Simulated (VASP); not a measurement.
# TaN (P6_3/mmc) in VASP: notebook

TaN is run at these levels: PBEsol; tasks: electric field gradients.

Everything below comes from runs of VASP 6.6.1. Logs are shortened: lines on timing, memory, paths and dates and some standing lists are left out, and cuts for length are marked.

### 1 The cell of the first run

The structure is hexagonal, space group P6_3/mmc (No. 194). The conventional cell has a = 2.986 Å, b = 2.986 Å, c = 4.818 Å, α = 90.00°, β = 90.00°, γ = 120.00°. Ta (site symmetry -3m) has 6 N at 2.10 Å and 2 Ta at 2.41 Å within 2.8 Å. N (site symmetry -6m2) has 6 Ta at 2.10 Å within 2.8 Å.

### 2 Electric field gradients, PBEsol (volume scaled by 0.94)

File INCAR:

```
SYSTEM = TaN
ALGO = Normal
EDIFF = 1E-8
ENCUT = 520
GGA = PS
ISIF = 2
ISMEAR = -1
LASPH = .True.
LCHARG = .False.
LEFG = .True.
LREAL = .False.
LWAVE = .False.
NBANDS = 24
NELM = 100
PREC = Accurate
SIGMA = 0.01
```

File KPOINTS:

```
k-points
0
Gamma
  11 11 6
  0 0 0
```

File POSCAR:

```
TaN
1.0
    2.9857803976      0.0000000000      0.0000000000
   -1.4928901988      2.5857616744      0.0000000000
    0.0000000000      0.0000000000      4.8176044827
Ta N
2 2
Direct
    0.0000000000      0.0000000000      0.0000000000
    0.0000000000      0.0000000000      0.5000000000
    0.3333333333      0.6666666667      0.2500000000
    0.6666666667      0.3333333333      0.7500000000
```

Potentials or basis: VASP PAW PBE potentials, release 64 (Ta_pv, N).

On the command line:

```sh
> cat potpaw_PBE.64/Ta_pv/POTCAR potpaw_PBE.64/N/POTCAR > POTCAR
> mpirun -np 1 vasp_std > vasp.out
```

OUTCAR:

```text
SYSTEM = TaN
   EDIFF = 1E-8
   ENCUT = 520
   GGA = PS
   ISIF = 2
   ISMEAR = -1
   LASPH = .True.
   LREAL = .False.
   NELM = 100
   PREC = Accurate

 ion  position               nearest neighbor table
   1  0.000  0.000  0.000-   3 2.10   4 2.10   3 2.10   4 2.10   4 2.10   3 2.10   2 2.41   2 2.41

   2  0.000  0.000  0.500-   3 2.10   4 2.10   3 2.10   4 2.10   4 2.10   3 2.10   1 2.41   1 2.41

   3  0.333  0.667  0.250-   1 2.10   2 2.10   1 2.10   2 2.10   1 2.10   2 2.10
   4  0.667  0.333  0.750-   1 2.10   2 2.10   1 2.10   2 2.10   1 2.10   2 2.10

  LATTYP: Found a hexagonal cell.
 ALAT       =     2.9857803976
 C/A-ratio  =     1.6135160130

  Lattice vectors:

 A1 = (   2.9857803976,   0.0000000000,   0.0000000000)
 A2 = (  -1.4928901988,   2.5857616744,   0.0000000000)
 A3 = (   0.0000000000,   0.0000000000,   4.8176044827)

Analysis of symmetry for initial positions (statically):
=====================================================================
 Subroutine PRICEL returns:
 Original cell was already a primitive cell.

 Routine SETGRP: Setting up the symmetry group for a
 hexagonal supercell.

 Subroutine GETGRP returns: Found 24 space group operations
 (whereof 12 operations were pure point group operations)
 out of a pool of 24 trial point group operations.

The static configuration has the point symmetry D_3d.
 The point group associated with its full space group is D_6h.

Analysis of symmetry for dynamics (positions and initial velocities):
=====================================================================
 Subroutine PRICEL returns:
 Original cell was already a primitive cell.

 Routine SETGRP: Setting up the symmetry group for a
 hexagonal supercell.

 Subroutine GETGRP returns: Found 24 space group operations
 (whereof 12 operations were pure point group operations)
 out of a pool of 24 trial point group operations.

The dynamic configuration has the point symmetry D_3d.
 The point group associated with its full space group is D_6h.

 Subroutine INISYM returns: Found 24 space group operations
 (whereof 12 operations are pure point group operations),
 and found     1 'primitive' translations

----------------------------------------------------------------------------------------

                                     Primitive cell

  volume of cell :      37.1944

  direct lattice vectors                    reciprocal lattice vectors
     2.985780398  0.000000000  0.000000000     0.334920814  0.193366622  0.000000000
    -1.492890199  2.585761674  0.000000000     0.000000000  0.386733244  0.000000000
     0.000000000  0.000000000  4.817604483     0.000000000  0.000000000  0.207572042

  length of vectors
     2.985780398  2.985780398  4.817604483     0.386733244  0.386733244  0.207572042

  position of ions in fractional coordinates (direct lattice)
     0.000000000  0.000000000  0.000000000
     0.000000000  0.000000000  0.500000000
     0.333333333  0.666666667  0.250000000
     0.666666667  0.333333333  0.750000000

  ion indices of the primitive-cell ions
   primitive index   ion index
                 1           1
                 2           2
                 3           3
                 4           4

----------------------------------------------------------------------------------------

 KPOINTS: k-points

Automatic generation of k-mesh.
 Grid dimensions read from file:
 generate k-points for:   11   11    6

 Generating k-lattice:

  Cartesian coordinates                     Fractional coordinates (reciprocal lattice)
     0.030447347  0.017578784  0.000000000     0.090909091  0.000000000  0.000000000
     0.000000000  0.035157568  0.000000000     0.000000000  0.090909091  0.000000000
     0.000000000  0.000000000  0.034595340     0.000000000  0.000000000  0.166666667

  Length of vectors
     0.035157568  0.035157568  0.034595340

  Shift w.r.t. Gamma in fractional coordinates (k-lattice)
     0.000000000  0.000000000  0.000000000

 Subroutine IBZKPT returns following result:
 ===========================================

 Found     64 irreducible k-points:

 Following reciprocal coordinates:
            Coordinates               Weight
  0.000000  0.000000  0.000000      1.000000
  0.090909  0.000000  0.000000      6.000000
  0.181818  0.000000  0.000000      6.000000
  0.272727  0.000000  0.000000      6.000000
  0.363636  0.000000  0.000000      6.000000
  0.454545  0.000000  0.000000      6.000000
[... 16 lines left out ...]
  0.090909  0.090909  0.166667     12.000000
  0.181818  0.090909  0.166667     24.000000
 [... further k-points ...]
   k-points           NKPTS =     64   k-points in BZ     NKDIM =     64   number of bands    NBANDS=     24
   number of dos      NEDOS =    301   number of ions     NIONS =      4
   total plane-waves  NPLWV =  20736
   dimension x,y,z NGX =    24 NGY =   24 NGZ =   36
   dimension x,y,z NGXF=    48 NGYF=   48 NGZF=   72
   ions per type =               2   2
   NGX,Y,Z   is equivalent  to a cutoff of  13.36, 13.36, 12.42 a.u.
   NGXF,Y,Z  is equivalent  to a cutoff of  26.73, 26.73, 24.85 a.u.
 SYSTEM =  TaN
   PREC   = accura    normal or accurate (medium, high low for compatibility)
   ISTART =      0    job   : 0-new  1-cont  2-samecut
   ICHARG =      2    charge: 1-file 2-atom 10-const
   ISPIN  =      1    spin polarized calculation?
   LNONCOLLINEAR =      F non collinear calculations
   LSORBIT =      F    spin-orbit coupling
   LASPH  =      T    aspherical Exc in radial PAW
   ENCUT  =  520.0 eV  38.22 Ry    6.18 a.u.   5.55  5.55  8.96*2*pi/ulx,y,z
   NELM   =    100;   NELMIN=  2; NELMDL= -5     # of ELM steps
   EDIFF  = 0.1E-07   stopping-criterion for ELM
   LREAL  =      F    real-space projection
   EDIFFG = 0.1E-06   stopping-criterion for IOM
   NSW    =      0    number of steps for IOM
   IBRION =     -1    ionic relax: 0-MD 1-quasi-New 2-CG
   NFREE  =      0    steps in history (QN), initial steepest desc. (CG)
   ISIF   =      2    stress and relaxation
   ISYM   =      2    0-nonsym 1-usesym 2-fastsym
   POTIM  = 0.5000    time-step for ionic-motion
   TEBEG  =    0.0;   TEEND  =   0.0 temperature during run
   PSTRESS=    0.0 pullay stress
   NELECT =      32.0000    total number of electrons
   NUPDOWN=      -1.0000    fix difference up-down
   EMIN   =  10.00;   EMAX   =-10.00  energy-range for DOS
   EFERMI =   0.00;   METHOD = LEGACY
   ISMEAR =    -1;   SIGMA  =   0.01  broadening in eV -4-tet -1-fermi 0-gaus
   EFERMI_NEDOS =   21; number of points for ismear=-14 and -15
   IALGO  =     38    algorithm
   IMIX   =      4    mixing-type and parameters
     AMIX     =   0.40;   BMIX     =  1.00
     AMIX_MAG =   1.60;   BMIX_MAG =  1.00
  volume/ion in A,a.u.               =       9.30        62.75
  Fermi-wavevector in a.u.,A,eV,Ry     =   1.557037  2.942374 32.985487  2.424365
  Thomas-Fermi vector in A             =   2.660746
   LORBIT       =      0    0 simple, 1 ext, 2 COOP (PROOUT), +10 PAW based schemes
   GGA     = PS    functional components
   LHFCALC =     F    Hartree Fock is set to
   AEXX    =    0.0000 exact exchange contribution
   IVDW    =     0    specifies the selected vdW correction
   LEPSILON=     F    determine dielectric tensor
   LRPA    =     F    only Hartree local field effects (RPA)
 non-spin polarized calculation
  energy-cutoff  :      520.00
  volume of cell :       37.19
 maximum number of plane-waves:      1032
 NGX is ok and might be reduce to    24
   NGX = 11   NGY = 11   NGZ = 17

 number of electron      31.9999996 magnetization

 Free energy of the ion-electron system (eV)
  ---------------------------------------------------
  ext. energy  EPLUGINS =         0.00000000
  ---------------------------------------------------
  free energy    TOTEN  =       -43.31274543 eV

  energy without entropy =      -43.31216463  energy(sigma->0) =      -43.31245503

 E-fermi :  10.4868     XC(G=0): -14.2548

 val. band max:       10.4740268315   @ k =   0.1818   0.0000   0.0000
 cond. band min:      10.4952409119   @ k =   0.0909   0.0000   0.5000
 fundamental gap:      0.0212140804
 Fermi energy:        10.4868111996

 k-point     1 :       0.0000    0.0000    0.0000
  band No.  band energies     occupation
      1     -27.0126      2.00000
      2     -24.7381      2.00000
      3     -24.7381      2.00000
      4     -24.2775      2.00000
      5     -24.2775      2.00000
      6     -23.4002      2.00000
[... 16 lines left out ...]
     23      15.9333      0.00000
     24      17.6815      0.00000

 k-point     2 :       0.0909    0.0000    0.0000
  band No.  band energies     occupation
      1     -26.9897      2.00000
      2     -24.8395      2.00000
      3     -24.7587      2.00000
      4     -24.3535      2.00000
      5     -24.2936      2.00000
      6     -23.3912      2.00000
[... 16 lines left out ...]
     23      15.8990      0.00000
     24      17.6141      0.00000

 k-point     3 :       0.1818    0.0000    0.0000
  band No.  band energies     occupation
      1     -26.9277      2.00000
      2     -25.1017      2.00000
      3     -24.8134      2.00000
      4     -24.5528      2.00000
      5     -24.3363      2.00000
      6     -23.3668      2.00000
[... 16 lines left out ...]
     23      17.5254      0.00000
     24      17.6166      0.00000

 k-point     4 :       0.2727    0.0000    0.0000
  band No.  band energies     occupation
      1     -26.8452      2.00000
      2     -25.4258      2.00000
      3     -24.8840      2.00000
      4     -24.8047      2.00000
      5     -24.3917      2.00000
      6     -23.3348      2.00000
[... 16 lines left out ...]
     23      18.0388      0.00000
     24      18.1626      0.00000

 k-point     5 :       0.3636    0.0000    0.0000
  band No.  band energies     occupation
      1     -26.7682      2.00000
      2     -25.7068      2.00000
      3     -25.0277      2.00000
      4     -24.9480      2.00000
      5     -24.4420      2.00000
      6     -23.3051      2.00000
[... 451 lines left out ...]
 k-point    22 :       0.4545    0.0000    0.1667
  band No.  band energies     occupation
      1     -26.5272      2.00000
      2     -25.8223      2.00000
      3     -25.2083      2.00000
      4     -24.9529      2.00000
      5     -24.5079      2.00000
      6     -23.5637      2.00000
[... 16 lines left out ...]
     23      17.4710      0.00000
     24      18.1607      0.00000

 k-point    23 :       0.0909    0.0909    0.1667
  band No.  band energies     occupation
      1     -26.7475      2.00000
      2     -24.9822      2.00000
      3     -24.7722      2.00000
      4     -24.5230      2.00000
      5     -24.3610      2.00000
      6     -23.6667      2.00000
[... 16 lines left out ...]
     23      16.6085      0.00000
     24      17.1631      0.00000

 k-point    24 :       0.1818    0.0909    0.1667
  band No.  band energies     occupation
      1     -26.6769      2.00000
      2     -25.2557      2.00000
      3     -24.8494      2.00000
      4     -24.7411      2.00000
      5     -24.4233      2.00000
      6     -23.6327      2.00000
[... 16 lines left out ...]
     23      17.3678      0.00000
     24      17.7524      0.00000

 [... further k-points ...]
[... 5 lines left out ...]
  --------------------------------------------------------------------------------------
  -------------------------------------------------------------------------------------
  Total       12.4798469     12.4798469     35.4640400      0.0000000      0.0000000     -0.0000000
  in kB      537.5790579    537.5790578   1527.6409496      0.0000000      0.0000000     -0.0000000
  external PRESSURE =     867.5996884 kB  Pullay stress =       0.0000000 kB

 VOLUME and BASIS-vectors are now :
 -----------------------------------------------------------------------------
  energy-cutoff  :      520.00
  volume of cell :       37.19
      direct lattice vectors                 reciprocal lattice vectors
     2.985780398  0.000000000  0.000000000     0.334920814  0.193366622  0.000000000
    -1.492890199  2.585761674  0.000000000     0.000000000  0.386733244  0.000000000
     0.000000000  0.000000000  4.817604483     0.000000000  0.000000000  0.207572042

 POSITION                                       TOTAL-FORCE (eV/Angst)
 -----------------------------------------------------------------------------------
      0.00000      0.00000      0.00000        -0.000000      0.000000     -0.000000
      0.00000      0.00000      2.40880         0.000000      0.000000     -0.000000
     -0.00000      1.72384      1.20440         0.000000      0.000000     -0.000000
      1.49289      0.86192      3.61320        -0.000000      0.000000      0.000000
 -----------------------------------------------------------------------------------
    total drift:                               -0.000000      0.000000      0.000000

  FREE ENERGIE OF THE ION-ELECTRON SYSTEM (eV)
  ---------------------------------------------------
  free  energy   TOTEN  =       -43.3127454288 eV

  energy  without entropy=      -43.3121646334  energy(sigma->0) =      -43.31245503

 Electric field gradients (V/A^2)
---------------------------------------------------------------------
 ion       V_xx      V_yy      V_zz      V_xy      V_xz      V_yz
---------------------------------------------------------------------
   1      80.801    80.801  -161.601     0.000     0.000    -0.000
   2      80.801    80.801  -161.601     0.000    -0.000     0.000
   3      -3.361    -3.360     6.721     0.001     0.000     0.000
   4      -3.361    -3.360     6.721     0.001     0.000     0.000
---------------------------------------------------------------------

 Electric field gradients after diagonalization (V/A^2)
 (convention: |V_zz| > |V_xx| > |V_yy|)
----------------------------------------------------------------------
 ion       V_xx      V_yy      V_zz     asymmetry (V_yy - V_xx)/ V_zz
----------------------------------------------------------------------
   1      80.801    80.801  -161.601       0.000
   2      80.801    80.801  -161.601       0.000
   3      -3.362    -3.360     6.721       0.000
   4      -3.362    -3.360     6.721       0.000
----------------------------------------------------------------------

           NMR quadrupolar parameters

 Cq : quadrupolar parameter    Cq=e*Q*V_zz/h
 eta: asymmetry parameters     (V_yy - V_xx)/ V_zz
 Q  : nuclear electric quadrupole moment in mb (millibarn)
----------------------------------------------------------------------
 ion       Cq(MHz)       eta       Q (mb)
----------------------------------------------------------------------
   1      -0.391       0.000       1.000
   2      -0.391       0.000       1.000
   3       0.016       0.000       1.000
   4       0.016       0.000       1.000
----------------------------------------------------------------------
```

Wall time 48 s (1 thread of Intel Xeon Platinum 8175M at 2.50GHz (Skylake/Cascade Lake), shared host); peak memory 0.19 GiB.

Results:

* Free energy: -43.3127 eV
* Pressure: 86.8 GPa
* Band gap on the k mesh: zero (band 16 reaches 11.26 eV, above the bottom of band 17 at 8.39 eV)

Electric field gradients, principal values (V/Å²):
```tsv
atom	least	middle	greatest (by size)
1 Ta	80.801	80.801	-161.601
2 Ta	80.801	80.801	-161.601
3 N	-3.360	-3.362	6.721
4 N	-3.360	-3.362	6.721
```

Caveat: without QUAD_EFG the Cq values of the log hold for a quadrupole moment of 1 mb, not for the nuclei; the PAW data sets were made with another functional, which shifts forces and pressure a little; spin-orbit coupling is left out, which moves the levels of the heavy elements.

(Continued in part 2 of 3.)
